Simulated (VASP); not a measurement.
Input of a VASP 6.6.1 run:

Contents of INCAR:

```
ALGO = Fast ; EDIFF = 1E-6
ENCUT = 520 ; GGA = PS
ISIF = 2 ; ISMEAR = 0
LASPH = True ; LCHARG = False
LREAL = False ; LWAVE = False
NBANDS = 13 ; NELM = 100
PREC = Accurate ; SIGMA = 0.1
```

File KPOINTS:

```
k-points
0
Gamma
  22 22 22
```

The input POSCAR:

```
Mo
1.0
   -1.3043755981      1.3043755981      2.2993357657
    1.3043755981     -1.3043755981      2.2993357657
    1.3043755981      1.3043755981     -2.2993357657
Mo
1
Direct
    0.0000000000      0.0000000000      0.0000000000
```

Potentials or basis: VASP PAW PBE potentials, release 64 (Mo_sv).

Command:

```sh
$ cat potpaw_PBE.64/Mo_sv/POTCAR > POTCAR
$ mpirun -np 1 vasp_std > vasp.out
```

Problem. Predict the band gap on the k mesh.

Solution. Zero (band 7 reaches 14.97 eV, above the bottom of band 8 at 11.77 eV).

Problem. Estimate the pressure.

Solution. 0.5 GPa.

Stress tensor (GPa, compression positive):
```
0.56 0.00 0.00
0.00 0.56 0.00
0.00 0.00 0.45
```

Caveat: the PAW data sets were made with another functional, which shifts forces and pressure a little.
